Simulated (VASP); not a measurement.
# K2S (Fm-3m) in VASP: notebook

K2S is run at these levels: PBE, r2SCAN; tasks: single point.

Everything below comes from runs of VASP 6.6.1. Logs are shortened: lines on timing, memory, paths and dates and some standing lists are left out, and cuts for length are marked.

**1. The cell of the first run**

Symmetry: Fm-3m, No. 225, cubic system. The conventional cell has a = 7.406 Å, b = 7.406 Å, c = 7.406 Å, α = 90.00°, β = 90.00°, γ = 90.00°. S (site symmetry m-3m) has 8 K at 3.21 Å within 4.2 Å. K (site symmetry -43m) has 4 S at 3.21 Å and 6 K at 3.70 Å within 4.2 Å.

**2. Single point, PBE**

INCAR reads:

```
PREC = Accurate
ENCUT = 500
EDIFF = 1E-6
ISMEAR = 0
SIGMA = 0.01
LREAL = F
LASPH = T
NELM = 120
ALGO = Normal
ISIF = 2
LWAVE = F
LCHARG = F
GGA = PE
NBANDS = 19
GGA_COMPAT = F
```

KPOINTS reads:

```
regular mesh
0
Gamma
  4 4 4
```

POSCAR reads:

```
K2S
1.0
    0.0000000000      3.7027568578      3.7027568578
    3.7027568578      0.0000000000      3.7027568578
    3.7027568578      3.7027568578      0.0000000000
S K
1 2
Direct
    0.0000000000      0.0000000000      0.0000000000
    0.2500000000      0.2500000000      0.2500000000
    0.7500000000      0.7500000000      0.7500000000
```

Potentials or basis: VASP PAW PBE potentials, release 64 (S, K_sv).

Command:

```console
> cat potpaw_PBE.64/S/POTCAR potpaw_PBE.64/K_sv/POTCAR > POTCAR
> mpirun -np 1 vasp_std > vasp.out
```

OUTCAR:

```text
PREC = Accurate
   ENCUT = 500
   EDIFF = 1E-6
   ISMEAR = 0
   LREAL = F
   LASPH = T
   NELM = 120
   ISIF = 2
   GGA = PE

 ion  position               nearest neighbor table
   1  0.000  0.000  0.000-   3 3.21   3 3.21   3 3.21   2 3.21   2 3.21   2 3.21   3 3.21   2 3.21

   2  0.250  0.250  0.250-   1 3.21   1 3.21   1 3.21   1 3.21   3 3.70   3 3.70   3 3.70   3 3.70
                             3 3.70   3 3.70
   3  0.750  0.750  0.750-   1 3.21   1 3.21   1 3.21   1 3.21   2 3.70   2 3.70   2 3.70   2 3.70
                             2 3.70   2 3.70

  LATTYP: Found a face centered cubic cell.
 ALAT       =     7.4055137156

  Lattice vectors:

 A1 = (   0.0000000000,   3.7027568578,   3.7027568578)
 A2 = (   3.7027568578,   0.0000000000,   3.7027568578)
 A3 = (   3.7027568578,   3.7027568578,   0.0000000000)

Analysis of symmetry for initial positions (statically):
=====================================================================
 Subroutine PRICEL returns:
 Original cell was already a primitive cell.

 Routine SETGRP: Setting up the symmetry group for a
 face centered cubic supercell.

 Subroutine GETGRP returns: Found 48 space group operations
 (whereof 48 operations were pure point group operations)
 out of a pool of 48 trial point group operations.

The static configuration has the point symmetry O_h .

Analysis of symmetry for dynamics (positions and initial velocities):
=====================================================================
 Subroutine PRICEL returns:
 Original cell was already a primitive cell.

 Routine SETGRP: Setting up the symmetry group for a
 face centered cubic supercell.

 Subroutine GETGRP returns: Found 48 space group operations
 (whereof 48 operations were pure point group operations)
 out of a pool of 48 trial point group operations.

The dynamic configuration has the point symmetry O_h .

 Subroutine INISYM returns: Found 48 space group operations
 (whereof 48 operations are pure point group operations),
 and found     1 'primitive' translations

----------------------------------------------------------------------------------------

                                     Primitive cell

  volume of cell :     101.5326

  direct lattice vectors                    reciprocal lattice vectors
     0.000000000  3.702756858  3.702756858    -0.135034521  0.135034521  0.135034521
     3.702756858  0.000000000  3.702756858     0.135034521 -0.135034521  0.135034521
     3.702756858  3.702756858  0.000000000     0.135034521  0.135034521 -0.135034521

  length of vectors
     5.236488966  5.236488966  5.236488966     0.233886652  0.233886652  0.233886652

  position of ions in fractional coordinates (direct lattice)
     0.000000000  0.000000000  0.000000000
     0.250000000  0.250000000  0.250000000
     0.750000000  0.750000000  0.750000000

  ion indices of the primitive-cell ions
   primitive index   ion index
                 1           1
                 2           2
                 3           3

----------------------------------------------------------------------------------------

 KPOINTS: regular mesh

Automatic generation of k-mesh.
 Grid dimensions read from file:
 generate k-points for:    4    4    4

 Generating k-lattice:

  Cartesian coordinates                     Fractional coordinates (reciprocal lattice)
    -0.033758630  0.033758630  0.033758630     0.250000000  0.000000000  0.000000000
     0.033758630 -0.033758630  0.033758630     0.000000000  0.250000000  0.000000000
     0.033758630  0.033758630 -0.033758630     0.000000000  0.000000000  0.250000000

  Length of vectors
     0.058471663  0.058471663  0.058471663

  Shift w.r.t. Gamma in fractional coordinates (k-lattice)
     0.000000000  0.000000000  0.000000000

 Subroutine IBZKPT returns following result:
 ===========================================

 Found      8 irreducible k-points:

 Following reciprocal coordinates:
            Coordinates               Weight
  0.000000  0.000000  0.000000      1.000000
  0.250000  0.000000  0.000000      8.000000
  0.500000  0.000000  0.000000      4.000000
  0.250000  0.250000  0.000000      6.000000
  0.500000  0.250000  0.000000     24.000000
 -0.250000  0.250000  0.000000     12.000000
  0.500000  0.500000  0.000000      3.000000
 -0.250000  0.500000  0.250000      6.000000
   k-points           NKPTS =      8   k-points in BZ     NKDIM =      8   number of bands    NBANDS=     19
   number of dos      NEDOS =    301   number of ions     NIONS =      3
   total plane-waves  NPLWV =  64000
   dimension x,y,z NGX =    40 NGY =   40 NGZ =   40
   dimension x,y,z NGXF=    80 NGYF=   80 NGZF=   80
   ions per type =               1   2
   NGX,Y,Z   is equivalent  to a cutoff of  12.70, 12.70, 12.70 a.u.
   NGXF,Y,Z  is equivalent  to a cutoff of  25.40, 25.40, 25.40 a.u.
 SYSTEM =  unknown system
   PREC   = accura    normal or accurate (medium, high low for compatibility)
   ISTART =      0    job   : 0-new  1-cont  2-samecut
   ICHARG =      2    charge: 1-file 2-atom 10-const
   ISPIN  =      1    spin polarized calculation?
   LNONCOLLINEAR =      F non collinear calculations
   LSORBIT =      F    spin-orbit coupling
   LASPH  =      T    aspherical Exc in radial PAW
   ENCUT  =  500.0 eV  36.75 Ry    6.06 a.u.   9.55  9.55  9.55*2*pi/ulx,y,z
   NELM   =    120;   NELMIN=  2; NELMDL= -5     # of ELM steps
   EDIFF  = 0.1E-05   stopping-criterion for ELM
   LREAL  =      F    real-space projection
[... 7 lines left out ...]
   TEBEG  =    0.0;   TEEND  =   0.0 temperature during run
   PSTRESS=    0.0 pullay stress
   NELECT =      24.0000    total number of electrons
   NUPDOWN=      -1.0000    fix difference up-down
   EMIN   =  10.00;   EMAX   =-10.00  energy-range for DOS
   EFERMI =   0.00;   METHOD = LEGACY
   ISMEAR =     0;   SIGMA  =   0.01  broadening in eV -4-tet -1-fermi 0-gaus
   EFERMI_NEDOS =   21; number of points for ismear=-14 and -15
   IALGO  =     38    algorithm
   IMIX   =      4    mixing-type and parameters
     AMIX     =   0.40;   BMIX     =  1.00
     AMIX_MAG =   1.60;   BMIX_MAG =  1.00
  volume/ion in A,a.u.               =      33.84       228.39
  Fermi-wavevector in a.u.,A,eV,Ry     =   1.012224  1.912826 13.940500  1.024598
  Thomas-Fermi vector in A             =   2.145321
   LORBIT       =      0    0 simple, 1 ext, 2 COOP (PROOUT), +10 PAW based schemes
   GGA     = PE    functional components
   LHFCALC =     F    Hartree Fock is set to
   AEXX    =    0.0000 exact exchange contribution
   IVDW    =     0    specifies the selected vdW correction
   LEPSILON=     F    determine dielectric tensor
   LRPA    =     F    only Hartree local field effects (RPA)
 non-spin polarized calculation
 Gauss-broadening in eV      SIGMA  =   0.01
  energy-cutoff  :      500.00
  volume of cell :      101.53
 maximum number of plane-waves:      2637
 NGX is ok and might be reduce to    40
   NGX = 19   NGY = 19   NGZ = 19

 number of electron      23.9999996 magnetization

 Free energy of the ion-electron system (eV)
  ---------------------------------------------------
  ext. energy  EPLUGINS =         0.00000000
  ---------------------------------------------------
  free energy    TOTEN  =        -9.41636136 eV

  energy without entropy =       -9.41636136  energy(sigma->0) =       -9.41636136

 E-fermi :  -0.2370     XC(G=0):  -7.3361

 val. band max:       -0.3477763988   @ k =   0.5000   0.5000   0.0000
 cond. band min:       2.0314341971   @ k =   0.0000   0.0000   0.0000
 fundamental gap:      2.3792105959
 Fermi energy:        -0.2370318420

 k-point     1 :       0.0000    0.0000    0.0000
  band No.  band energies     occupation
      1     -29.5685      2.00000
      2     -29.4863      2.00000
      3     -13.1623      2.00000
      4     -13.1623      2.00000
      5     -13.1623      2.00000
      6     -12.9251      2.00000
[... 11 lines left out ...]
     18       7.1236      0.00000
     19       8.0560      0.00000

 k-point     2 :       0.2500    0.0000    0.0000
  band No.  band energies     occupation
      1     -29.5560      2.00000
      2     -29.4979      2.00000
      3     -13.1515      2.00000
      4     -13.1317      2.00000
      5     -13.1317      2.00000
      6     -13.0069      2.00000
[... 11 lines left out ...]
     18       7.3394      0.00000
     19       7.3394      0.00000

 k-point     3 :       0.5000    0.0000    0.0000
  band No.  band energies     occupation
      1     -29.5265      2.00000
      2     -29.5264      2.00000
      3     -13.1523      2.00000
      4     -13.0711      2.00000
      5     -13.0566      2.00000
      6     -13.0566      2.00000
[... 11 lines left out ...]
     18       7.2547      0.00000
     19       7.3979      0.00000

 k-point     4 :       0.2500    0.2500    0.0000
  band No.  band energies     occupation
      1     -29.5541      2.00000
      2     -29.4994      2.00000
      3     -13.1932      2.00000
      4     -13.1932      2.00000
      5     -13.1552      2.00000
      6     -13.0124      2.00000
[... 11 lines left out ...]
     18       7.0782      0.00000
     19       7.2944      0.00000

 k-point     5 :       0.5000    0.2500    0.0000
  band No.  band energies     occupation
      1     -29.5359      2.00000
      2     -29.5166      2.00000
      3     -13.2851      2.00000
      4     -13.1846      2.00000
      5     -13.1725      2.00000
      6     -12.9467      2.00000
[... 11 lines left out ...]
     18       7.0405      0.00000
     19       7.7244      0.00000

 k-point     6 :      -0.2500    0.2500    0.0000
  band No.  band energies     occupation
      1     -29.5401      2.00000
      2     -29.5127      2.00000
      3     -13.2562      2.00000
      4     -13.1268      2.00000
      5     -13.0762      2.00000
      6     -13.0449      2.00000
[... 11 lines left out ...]
     18       6.8737      0.00000
     19       7.6839      0.00000

 k-point     7 :       0.5000    0.5000    0.0000
  band No.  band energies     occupation
      1     -29.5396      2.00000
      2     -29.5124      2.00000
      3     -13.3647      2.00000
      4     -13.2236      2.00000
      5     -13.2236      2.00000
      6     -12.8883      2.00000
[... 11 lines left out ...]
     18       7.2485      0.00000
     19       7.4112      0.00000

 k-point     8 :      -0.2500    0.5000    0.2500
  band No.  band energies     occupation
      1     -29.5260      2.00000
      2     -29.5260      2.00000
      3     -13.3394      2.00000
      4     -13.2505      2.00000
      5     -13.0594      2.00000
      6     -13.0594      2.00000
[... 11 lines left out ...]
     18       6.9450      0.00000
     19       7.4887      0.00000

------------------------ aborting loop because EDIFF is reached ----------------------------------------

  FORCE on cell =-STRESS in cart. coord.  units (eV):
  Direction    XX          YY          ZZ          XY          YZ          ZX
  --------------------------------------------------------------------------------------
  -------------------------------------------------------------------------------------
  Total        0.3028181      0.3028181      0.3028181     -0.0000000     -0.0000000      0.0000000
  in kB        4.7784479      4.7784479      4.7784479     -0.0000000     -0.0000000      0.0000000
  external PRESSURE =       4.7784479 kB  Pullay stress =       0.0000000 kB

 VOLUME and BASIS-vectors are now :
 -----------------------------------------------------------------------------
  energy-cutoff  :      500.00
  volume of cell :      101.53
      direct lattice vectors                 reciprocal lattice vectors
     0.000000000  3.702756858  3.702756858    -0.135034521  0.135034521  0.135034521
     3.702756858  0.000000000  3.702756858     0.135034521 -0.135034521  0.135034521
     3.702756858  3.702756858  0.000000000     0.135034521  0.135034521 -0.135034521

 POSITION                                       TOTAL-FORCE (eV/Angst)
 -----------------------------------------------------------------------------------
      0.00000      0.00000      0.00000        -0.000000      0.000000     -0.000000
      1.85138      1.85138      1.85138         0.000000      0.000000      0.000000
      5.55414      5.55414      5.55414        -0.000000     -0.000000     -0.000000
 -----------------------------------------------------------------------------------
    total drift:                               -0.000000     -0.000000      0.000000

  FREE ENERGIE OF THE ION-ELECTRON SYSTEM (eV)
  ---------------------------------------------------
  free  energy   TOTEN  =        -9.4163613606 eV

  energy  without entropy=       -9.4163613606  energy(sigma->0) =       -9.41636136
```

Run time: 15 s. Hardware: 1 thread of Intel Xeon Platinum 8375C at 2.90GHz (Ice Lake), shared host; peak memory 0.23 GiB.

Results:

```
Free energy            : -9.4164 eV
Pressure               : 0.5 GPa
Band gap on the k mesh : 2.38 eV (least direct gap 2.57 eV)
```

**3. Single point, PBE**

INCAR reads:

```
SYSTEM = K2S
PREC = Accurate
ENCUT = 500
EDIFF = 1E-6
ISMEAR = 0
SIGMA = 0.01
LREAL = .False.
LASPH = .True.
NELM = 120
ALGO = Normal
ISIF = 2
LWAVE = .False.
LCHARG = .False.
GGA = PE
NBANDS = 19
GGA_COMPAT = .False.
```

KPOINTS reads:

```
regular mesh
0
Gamma
  4 4 4
  0 0 0
```

POSCAR is that of step 2.

Potentials or basis: VASP PAW PBE potentials, release 64 (S, K_sv).

Command:

```console
> cat potpaw_PBE.64/S/POTCAR potpaw_PBE.64/K_sv/POTCAR > POTCAR
> mpirun -np 1 vasp_std > vasp.out
```

It took 15 s on 1 thread of Intel Xeon Platinum 8375C at 2.90GHz (Ice Lake), shared host; peak memory 0.23 GiB.

Results (log left out):

```
Free energy            : -9.4164 eV
Pressure               : 0.5 GPa
Band gap on the k mesh : 2.38 eV (least direct gap 2.57 eV)
```

Levels at points of the mesh, in eV from the valence-band top:
```tsv
k point	band 8	band 9	band 10	band 11	band 12	band 13	band 14	band 15	band 16	band 17
(0.00, 0.00, 0.00)	-12.58	-9.61	-0.19	-0.19	-0.19	2.38	5.46	5.46	7.47	7.47
(0.50, 0.00, 0.00)	-12.70	-9.42	-0.62	-0.07	-0.07	4.72	5.02	5.82	5.82	7.60
(0.50, 0.50, 0.00)	-12.51	-9.37	-0.74	0.00	0.00	3.51	5.29	6.59	6.62	7.60
```

(Part 1 of 2 ends here.)
